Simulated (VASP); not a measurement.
Here is a VASP 6.6.1 calculation.

POSCAR

```
PbS
1.0
    3.6351320118      0.0000000000      0.0000000000
    0.0000000000      3.6351320118      0.0000000000
    0.0000000000      0.0000000000      3.6351320118
Pb S
1 1
Direct
    0.0000000000      0.0000000000      0.0000000000
    0.5000000000      0.5000000000      0.5000000000
```

INCAR.step1

```
SYSTEM = PbS
PREC = Accurate
ENCUT = 520
ISMEAR = -1
SIGMA = 0.02
LREAL = .False.
LASPH = .True.
NELM = 60
NBANDS = 17
GGA = PE
ALGO = Normal
EDIFF = 1E-4
LWAVE = .True.
LCHARG = .False.
```

File INCAR.step2:

```
SYSTEM = PbS
PREC = Accurate
ENCUT = 520
EDIFF = 1E-7
ISMEAR = -1
SIGMA = 0.02
LREAL = .False.
LASPH = .True.
NELM = 60
ALGO = Normal
ISIF = 2
LWAVE = .False.
LCHARG = .False.
METAGGA = R2SCAN
LMIXTAU = .True.
NBANDS = 17
ISTART = 1
```

The input KPOINTS:

```
Automatic mesh
0
Gamma
  6 6 6
  0 0 0
```

Potentials or basis: VASP PAW PBE potentials, release 64 (Pb_d, S).

The run is started by

```sh
$ cat potpaw_PBE.64/Pb_d/POTCAR potpaw_PBE.64/S/POTCAR > POTCAR
$ cp INCAR.step1 INCAR
$ mpirun -np 1 vasp_std > vasp.out
$ cp INCAR.step2 INCAR
$ mpirun -np 1 vasp_std > vasp.out
```

Q: Estimate the pressure.

A: 0.0 GPa.

Q: Estimate the band gap on the k mesh.

A: Zero (bands 10 and 11 overlap by 0.31 eV).

Caveat: the structure was generated, so it needn't be the stable form of PbS; semilocal functionals underestimate gaps, and a narrow one can read as zero; the PAW data sets were made with another functional, which shifts forces and pressure a little; spin-orbit coupling is left out, which moves the levels of the heavy elements.
